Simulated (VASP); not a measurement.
Set up this calculation in VASP 6.6.1, as the native input.

```
Task                   : single point
Functional             : LDA
Potentials or basis    : VASP PAW LDA potentials, release 64 (Au)
Cutoff                 : 520 eV
k mesh                 : 11 × 11 × 6
Occupations            : fermi-dirac, width 0.05 eV
Spin                   : no spin polarisation
Dipole correction      : no
Further INCAR settings : ALGO = Fast; EDIFF = 1e-06; NBANDS = 18
```

The structure of Au lies in POSCAR:

```
Au
1.0
    1.4018378006     -2.5387785952      0.0000000000
    1.4018378006      2.5387785952      0.0000000000
    0.0000000000      0.0000000000      4.8603285560
Au
2
Direct
    0.3346720300      0.6653279700      0.2500000000
    0.6653279700      0.3346720300      0.7500000000
```

These files were run (other wordings do the same):

INCAR

```
PREC = Accurate ; ENCUT = 520
EDIFF = 1E-6 ; ISMEAR = -1
SIGMA = 0.05 ; LREAL = F
LASPH = T ; NELM = 60
ALGO = Fast ; ISIF = 2
LWAVE = F ; LCHARG = F
NBANDS = 18
```

KPOINTS

```
regular mesh
0
Gamma
  11 11 6
```

Potentials or basis: VASP PAW LDA potentials, release 64 (Au).

The run is started by

```bash
$ cat potpaw_LDA.64/Au/POTCAR > POTCAR
$ mpirun -np 1 vasp_std > vasp.out
```

Results of the run:

| Property | Result |
| --- | --- |
| Pressure | -6.3 GPa |
| Largest force | 0.023 eV/Å |
| Band gap on the k mesh | zero (band 11 reaches 12.75 eV, above the bottom of band 12 at 6.47 eV) |

Caveat: spin-orbit coupling is left out, which moves the levels of the heavy elements.

Run time: 30 s on 1 thread of Intel(R) Xeon(R) Platinum 8488C (Sapphire Rapids), with other jobs on the host, peak memory 0.19 GiB.
